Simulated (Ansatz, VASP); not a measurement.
SrFe3 in VASP and in Ansatz

```
Sr Fe
1.0
     4.02756    0.00000    0.00000
     0.00000    4.02756    0.00000
     0.00000    0.00000    4.02756
Sr Fe
1 3
Direct
  0.00000 0.00000 0.00000
  0.00000 0.50000 0.50000
  0.50000 0.50000 0.00000
  0.50000 0.00000 0.50000
```

Alike in both runs: task single point; functional PBEsol; k mesh 8 × 8 × 8; occupations gaussian, width 0.05 eV; collinear spin.

|  | VASP | Ansatz |
| --- | --- | --- |
| version | VASP 6.6.1 | Ansatz 0.2.0 |
| potentials or method | VASP PAW PBE potentials, release 64 (Sr_sv, Fe), cutoff 520 eV | scalar-relativistic, plane waves, PAW |
| valence electrons in the cell | 34 | 58 |

|  | VASP | Ansatz | Ansatz less VASP |
| --- | --- | --- | --- |
| gap on the k mesh at the Fermi level (eV) | none | none | - |
| pressure (GPa) | -1.1 | -1.5 | -0.35 |
| net moment per atom (μB) | 1.88 | 1.90 | +0.015 |
| size of the moment on the site where the two differ most (μB) | 2.55 | 2.60 | +0.050 |

VASP's potentials were made for PBE, not for PBEsol. Site moments also hang on the region over which each program counts them. A gap of «none» marks a metal or a gap that the smearing closes. With one functional, cell and mesh, what is left measures potentials, basis and numerics. VASP's potentials hold 34 valence electrons a cell and Ansatz's 58, so a difference there can come from the potentials and not from the codes.
